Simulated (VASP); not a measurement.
Input of a VASP 6.6.1 run:

Contents of INCAR:

```
ALGO     = Normal         # electronic algorithm
EDIFF    = 1E-7           # SCF threshold, eV
ENCUT    = 520            # plane-wave cutoff, eV
GGA      = PE             # functional
GGA_COMPAT= False        
ISIF     = 2              # what is computed and relaxed
ISMEAR   = -1             # smearing method
LASPH    = True           # aspherical terms in the spheres
LCHARG   = False          # write CHGCAR
LMAXMIX  = 4              # l up to which the mixer works
LNONCOLLINEAR= True           # non-collinear magnetism
LORBIT   = 11             # projections on sites
LORBMOM  = True         
LREAL    = False          # projectors in reciprocal space
LSORBIT  = True           # spin-orbit coupling
LWAVE    = False          # write WAVECAR
MAGMOM   = 0 0 0 0 0 0 2.828 2.828 0 2.828 2.828 0 # initial moments
NBANDS   = 50             # bands
NELM     = 150            # most SCF steps
PREC     = Accurate       # precision mode
SIGMA    = 0.05           # smearing width, eV
```

The input KPOINTS:

```
k-points
0
Gamma
  6 6 4
```

The input POSCAR:

```
MnAs
1.0
    3.7100000000      0.0000000000      0.0000000000
   -1.8550000000      3.2129542480      0.0000000000
    0.0000000000      0.0000000000      5.6910000000
As Mn
2 2
Direct
    0.6666666667      0.3333333333      0.7500000000
    0.3333333333      0.6666666667      0.2500000000
    0.0000000000      0.0000000000      0.5000000000
    0.0000000000      0.0000000000      0.0000000000
```

Potentials or basis: VASP PAW PBE potentials, release 64 (As, Mn_pv).

Command:

```console
$ cat potpaw_PBE.64/As/POTCAR potpaw_PBE.64/Mn_pv/POTCAR > POTCAR
$ mpirun -np 1 vasp_ncl > vasp.out
```

(1) What does it give for the pressure?

(2) Predict the net moment.

Answers

(1) -3.5 GPa.

(2) 6.24 μB per cell.

Caveat: the cell stands under tension.
